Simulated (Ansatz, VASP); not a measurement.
## Sr in VASP and in Ansatz

The input INCAR:

```
  PREC = Accurate
  ENCUT = 520
  EDIFF = 1E-6
  ISMEAR = 0
  SIGMA = 0.1
  LREAL = False
  LASPH = True
  NELM = 60
  ALGO = Fast
  ISIF = 2
  LWAVE = False
  LCHARG = False
  GGA = PS
  NBANDS = 17
```

Contents of KPOINTS:

```
regular mesh
0
Gamma
  12 12 12
```

Contents of POSCAR:

```
Sr
1.0
    4.6699047934      0.0000000000      0.0000000000
    0.0000000000      4.6699047934      0.0000000000
    0.4202914314      0.0000000000      4.6699047934
Sr
2
Direct
    0.0000000000      0.0000000000      0.0000000000
    0.5000000000      0.5000000000      0.5000000000
```

Input for Ansatz:

```yaml
crystal:
  lattice:
    - [4.6699047934, 0.0, 0.0]
    - [0.0, 4.6699047934, 0.0]
    - [0.4202914314, 0.0, 4.6699047934]
  atoms:
    - { symbol: Sr, position: [0.0, 0.0, 0.0] }
    - { symbol: Sr, position: [0.5, 0.5, 0.5] }
basis:
  ecutwfc: 420
kpoints:
  mp_grid: { grid: [12, 12, 12] }
hamiltonian:
  xc: pbesol
scf:
  occupations: { method: gaussian, width: 0.1 }
output:
  forces: true
  stress: true
  eigenvalues: true
```

Change from the starting cell: shear of c along a, cell held, atoms relaxed: +9.0 %.

Alike in both runs: task single point; functional PBEsol; k mesh 12 × 12 × 12; occupations gaussian, width 0.1 eV; no spin polarisation.

```csv
,VASP,Ansatz
version,VASP 6.6.1,Ansatz 0.2.0
potentials or method,"VASP PAW PBE potentials, release 64 (Sr_sv), cutoff 520 eV","scalar-relativistic, plane waves, PAW"
valence electrons in the cell,20,20
```

|  | VASP | Ansatz | Ansatz less VASP |
| --- | --- | --- | --- |
| gap on the k mesh at the Fermi level (eV) | none | none | - |
| pressure (GPa) | 0.1 | 0.1 | -0.01 |
| traceless stress, the component that is largest in VASP (GPa) | -1.32 | -1.32 | +0.006 |

VASP's potentials were made for PBE, not for PBEsol. A gap of «none» marks a metal or a gap that the smearing closes. With one functional, cell and mesh, what is left measures potentials, basis and numerics.
